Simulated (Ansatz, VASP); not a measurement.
**Two plane-wave programs on GaN**

Contents of POSCAR:

```
GaN
1.0
    0.0000000000      2.2535006075      2.2535006075
    2.2535006075      0.0000000000      2.2535006075
    2.2535006075      2.2535006075      0.0000000000
Ga N
1 1
Direct
    0.0000000000      0.0000000000      0.0000000000
    0.2500000000      0.2500000000      0.2500000000
```

Contents of INCAR.step1:

```
SYSTEM = GaN
PREC = Accurate
ENCUT = 520
EDIFF = 1E-5
ISMEAR = -1
SIGMA = 0.05
LREAL = .False.
LASPH = .True.
NELM = 150
ALGO = Normal
ISIF = 2
LWAVE = .True.
MAGMOM = 0 0 0 0 0 0
LORBIT = 11
LSORBIT = .True.
GGA_COMPAT = .False.
LORBMOM = .True.
NBANDS = 30
GGA = PE
```

File INCAR.step2:

```
SYSTEM = GaN
PREC = Accurate
ENCUT = 520
EDIFF = 1E-7
ISMEAR = -1
SIGMA = 0.05
LREAL = .False.
LASPH = .True.
NELM = 150
ALGO = Normal
ISIF = 2
LWAVE = .False.
LCHARG = .True.
MAGMOM = 0 0 0 0 0 0
LORBIT = 11
LSORBIT = .True.
GGA_COMPAT = .False.
LORBMOM = .True.
GGA = PE
LHFCALC = .True.
HFSCREEN = 0.2079
PRECFOCK = Normal
LVHAR = .True.
NBANDS = 30
ISTART = 1
```

Contents of KPOINTS:

```
Automatic mesh
0
Gamma
  4 4 4
  0 0 0
```

The input input.yaml:

```yaml
crystal:
  lattice:
    - [0.0, 2.2535006075, 2.2535006075]
    - [2.2535006075, 0.0, 2.2535006075]
    - [2.2535006075, 2.2535006075, 0.0]
  atoms:
    - { symbol: Ga, position: [0.0, 0.0, 0.0] }
    - { symbol: "N", position: [0.25, 0.25, 0.25] }
hamiltonian:
  xc: hse06
  pseudopotentials: { kind: paw_fr }
magnetization:
  noncollinear: true
  spin_orbit: true
kpoints:
  mp_grid: { grid: [4, 4, 4] }
scf:
  occupations: { method: fermi_dirac, width: 0.05 }
output:
  forces: true
  stress: true
  eigenvalues: true
```

Alike in both runs: task single point; functional HSE06; k mesh 4 × 4 × 4; occupations fermi-dirac, width 0.05 eV; non-collinear spin, spin-orbit coupling.

|  | VASP | Ansatz |
| --- | --- | --- |
| version | VASP 6.6.1 | Ansatz 0.2.0 |
| potentials or method | VASP PAW PBE potentials, release 64 (Ga_d, N) | Ansatz PAW |
| plane-wave cutoff (eV) | 520 | 420 |
| valence electrons in the cell | 18 | 18 |

Ansatz gave:

```
pressure (GPa)           : -1.2
net moment per atom (μB) : 0.00
```

Task: What did VASP give for the same quantities?

Result: Pressure (GPa): -1.3; net moment per atom (μB): 0.00.

With one functional, cell and mesh, what is left measures potentials, basis and numerics.

The k mesh is coarse, so the values compare programs but aren't converged.
